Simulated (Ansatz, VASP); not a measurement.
# CdSe in VASP and in Ansatz

Contents of POSCAR:

```
CdSe
1.0
    0.0000000000      3.0677809647      3.0677809647
    3.0677809647      0.0000000000      3.0677809647
    3.0677809647      3.0677809647      0.0000000000
Cd Se
1 1
Direct
    0.0000000000      0.0000000000      0.0000000000
    0.2500000000      0.2500000000      0.2500000000
```

Contents of INCAR.step1:

```
PREC     = Accurate       # precision mode
ENCUT    = 520            # plane-wave cutoff, eV
EDIFF    = 1E-5           # SCF threshold, eV
ISMEAR   = 0              # smearing method
SIGMA    = 0.01           # smearing width, eV
LREAL    = F              # projectors in reciprocal space
LASPH    = T              # aspherical terms in the spheres
NELM     = 60             # most SCF steps
ALGO     = Normal         # electronic algorithm
ISIF     = 2              # what is computed and relaxed
LWAVE    = T              # write WAVECAR
LCHARG   = F              # write CHGCAR
GGA      = PE             # functional
NBANDS   = 16             # bands
```

Contents of INCAR.step2:

```
PREC     = Accurate       # precision mode
ENCUT    = 520            # plane-wave cutoff, eV
EDIFF    = 1E-6           # SCF threshold, eV
ISMEAR   = 0              # smearing method
SIGMA    = 0.01           # smearing width, eV
LREAL    = F              # projectors in reciprocal space
LASPH    = T              # aspherical terms in the spheres
NELM     = 60             # most SCF steps
ALGO     = Normal         # electronic algorithm
ISIF     = 2              # what is computed and relaxed
LWAVE    = F              # write WAVECAR
LCHARG   = F              # write CHGCAR
METAGGA  = R2SCAN         # meta-GGA
LHFCALC  = T              # exact exchange
AEXX     = 0.5            # exact-exchange fraction
LMIXTAU  = T            
PRECFOCK = Normal       
ISTART   = 1            
NBANDS   = 16             # bands
```

Contents of KPOINTS:

```
Automatic mesh
0
Gamma
  4 4 4
```

Input for Ansatz:

```yaml
crystal:
  lattice:
    - [0.0, 3.0677809647, 3.0677809647]
    - [3.0677809647, 0.0, 3.0677809647]
    - [3.0677809647, 3.0677809647, 0.0]
  atoms:
    - { symbol: Cd, position: [0.0, 0.0, 0.0] }
    - { symbol: Se, position: [0.25, 0.25, 0.25] }
kpoints:
  mp_grid: { grid: [4, 4, 4] }
hamiltonian:
  xc: r2scan50
scf:
  occupations: { method: fixed }
  n_extra_bands: 4
output:
  forces: true
  stress: true
  eigenvalues: true
```

Alike in both runs: task single point; functional r2SCAN50; k mesh 4 × 4 × 4; no spin polarisation.

|  | VASP | Ansatz |
| --- | --- | --- |
| version | VASP 6.6.1 | Ansatz 0.2.0 |
| potentials or method | VASP PAW PBE potentials, release 64 (Cd, Se) | plane waves |
| plane-wave cutoff (eV) | 520 | 500 |
| occupations | gaussian, width 0.01 eV | fixed |
| valence electrons in the cell | 18 | 36 |

Ansatz gave:

```
gap on the k mesh at the Fermi level (eV) : 3.90
pressure (GPa)                            : -1.1
```

What did VASP give for the same quantities?

gap on the k mesh at the Fermi level (eV): 3.98; pressure (GPa): -1.2.

VASP's potentials were made for PBE, not for r2SCAN50. VASP's potentials hold 18 valence electrons a cell and Ansatz's 36, so a difference there can come from the potentials and not from the codes. Ansatz's warnings: stress exchange threshold loose, stress scf threshold loose.

The k mesh is coarse, so the values compare programs but aren't converged.
